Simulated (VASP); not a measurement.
A run of VASP 6.6.1 is set up as follows.

File INCAR:

```
SYSTEM = As
PREC     = Accurate       ! precision mode
ENCUT    = 520            ! plane-wave cutoff, eV
EDIFF    = 1E-7           ! SCF threshold, eV
ISMEAR   = -1             ! smearing method
SIGMA    = 0.1            ! smearing width, eV
LREAL    = .FALSE.        ! projectors in reciprocal space
LASPH    = .TRUE.         ! aspherical terms in the spheres
NELM     = 60             ! most SCF steps
ALGO     = Normal         ! electronic algorithm
ISIF     = 2              ! what is computed and relaxed
LWAVE    = .FALSE.        ! write WAVECAR
LCHARG   = .FALSE.        ! write CHGCAR
GGA      = RP             ! functional
NBANDS   = 12             ! bands
```

KPOINTS

```
regular mesh
0
G
  10 10 10
  0 0 0
```

POSCAR

```
As
1.0
    0.0000000000      3.0500062309      3.0500062309
    3.0500062309      0.0000000000      3.0500062309
    3.0500062309      3.0500062309      0.0000000000
As
2
Direct
    0.1250000000      0.1250000000      0.1250000000
    0.8750000000      0.8750000000      0.8750000000
```

Potentials or basis: VASP PAW PBE potentials, release 64 (As).

Command:

```bash
$ cat potpaw_PBE.64/As/POTCAR > POTCAR
$ mpirun -np 1 vasp_std > vasp.out
```

Q: Estimate the pressure.

A: 1.8 GPa.

Q: Estimate the band gap on the k mesh.

A: Zero (band 5 reaches 3.90 eV, above the bottom of band 6 at 2.51 eV).

Caveat: the PAW data sets were made with another functional, which shifts forces and pressure a little.
